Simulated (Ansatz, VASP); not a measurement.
**Al3GaN4: VASP beside Ansatz**

```
Al Ga N
1.0
     4.89323    0.12436   -0.25910
     0.07718    3.17617   -0.02826
    -0.28160   -0.04900    5.25689
Al Ga N
3 1 4
Cartesian
  2.4236 1.6096 0.7550
  -0.1454 1.5652 4.3842
  -0.1456 0.0195 1.7222
  2.2528 0.0677 3.3868
  0.3719 -0.0297 3.4946
  0.5713 1.5776 0.8153
  2.9057 1.6192 4.1962
  2.9466 0.0361 1.5733
```

Alike in both runs: task single point; functional PBEsol; k mesh 6 × 8 × 4; occupations gaussian, width 0.05 eV; no spin polarisation.

```csv
,VASP,Ansatz
version,VASP 6.6.1,Ansatz 0.2.0
potentials or method,"VASP PAW PBE potentials, release 64 (Al, Ga_d, N), cutoff 520 eV","scalar-relativistic, plane waves, PAW"
valence electrons in the cell,42,42
```

|  | VASP | Ansatz | Ansatz less VASP |
| --- | --- | --- | --- |
| gap on the k mesh at the Fermi level (eV) | 3.35 | 3.34 | -0.017 |
| pressure (GPa) | 11.8 | 11.8 | +0.01 |
| traceless stress, the component that is largest in VASP (GPa) | 13.89 | 13.79 | -0.099 |
| rms of the force components (eV/Å) | 0.934 | 0.923 | -0.0108 |

VASP's potentials were made for PBE, not for PBEsol. Atom by atom the forces differ by 0.015 eV/Å (rms over components). The functional is the same, so the differences come from potentials, cutoffs and numerics.
